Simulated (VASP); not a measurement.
Here is a VASP 6.6.1 calculation.

Contents of INCAR:

```
SYSTEM = Zr
  PREC = Accurate
  ENCUT = 520
  EDIFF = 1E-6
  ISMEAR = -1
  SIGMA = 0.08
  LREAL = .FALSE.
  LASPH = .TRUE.
  NELM = 60
  ALGO = Normal
  ISIF = 2
  LWAVE = .FALSE.
  LCHARG = .FALSE.
  GGA = PE
  NBANDS = 12
```

KPOINTS

```
regular mesh
0
G
  14 14 14
  0 0 0
```

Contents of POSCAR:

```
Zr
1.0
   -1.7978519830      1.7978519830      1.7978519830
    1.7978519830     -1.7978519830      1.7978519830
    1.7978519830      1.7978519830     -1.7978519830
Zr
1
Direct
    0.0000000000      0.0000000000      0.0000000000
```

Potentials or basis: VASP PAW PBE potentials, release 64 (Zr_sv).

Launch:

```sh
$ cat potpaw_PBE.64/Zr_sv/POTCAR > POTCAR
$ mpirun -np 1 vasp_std > vasp.out
```

Task: Estimate the band gap on the k mesh.

Result: Zero (band 6 reaches 9.85 eV, above the bottom of band 7 at 8.09 eV).

Task: Estimate the pressure.

Result: -1.4 GPa.
